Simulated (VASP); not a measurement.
**Gd: single point with r2SCAN**

Gd:

```
CELL_PARAMETERS angstrom
3.63951 0.00000 0.00000
-1.81975 3.15190 0.00000
0.00000 0.00000 5.91104
ATOMIC_POSITIONS crystal
Gd 0.33333 0.66667 0.25000
Gd 0.66667 0.33333 0.75000
```

* Program: VASP 6.6.1
* Task: single point
* Functional: r2SCAN
* Potentials or basis: VASP PAW PBE potentials, release 64 (Gd)
* Cutoff: 520 eV
* k mesh: 2 × 2 × 1
* Occupations: fermi-dirac, width 0.05 eV
* Spin: collinear spin, ferromagnetic start
* Starting moments: [7.588, 7.588] μB

| Quantity | Value |
| --- | --- |
| Pressure | -10.2 GPa |
| Net moment | 14.50 μB per cell |
| Site moments | Gd +6.85 μB |
| Valence electrons inside the program's atomic spheres | Gd 15.18 |

Stress tensor (GPa, compression positive):
```
-10.02   0.00   0.00
  0.00 -10.02   0.00
  0.00   0.00 -10.49
```

Levels at points of the mesh, in eV from the Fermi level:
Spin up:
| k point | band 23 | band 24 | band 25 | band 26 | band 27 | band 28 |
| --- | --- | --- | --- | --- | --- | --- |
| (0.00, 0.00, 0.00) | -5.07 | -2.26 | 0.85 | 1.64 | 1.78 | 1.78 |
| (0.50, 0.00, 0.00) | -1.92 | -1.47 | -1.16 | -0.03 | 1.23 | 1.52 |
Spin down:
| k point | band 6 | band 7 | band 8 | band 9 | band 10 | band 11 | band 12 | band 13 | band 14 | band 15 |
| --- | --- | --- | --- | --- | --- | --- | --- | --- | --- | --- |
| (0.00, 0.00, 0.00) | -20.79 | -20.69 | -20.69 | -4.23 | -1.52 | 1.26 | 1.31 | 1.33 | 1.43 | 1.48 |
| (0.50, 0.00, 0.00) | -20.98 | -20.98 | -20.79 | -1.01 | -0.85 | -0.50 | 0.92 | 1.33 | 1.39 | 1.46 |

Run time: 65 s on 1 thread of Intel(R) Xeon(R) Platinum 8488C (Sapphire Rapids) (shared host), peak memory 0.23 GiB.

Caveat: the k points lie up to 1.06 Å⁻¹ apart; the PAW data sets were made with another functional, which shifts forces and pressure a little; spin-orbit coupling is left out, which moves the levels of the heavy elements. The state reached can hang on the start; a lower one may exist.
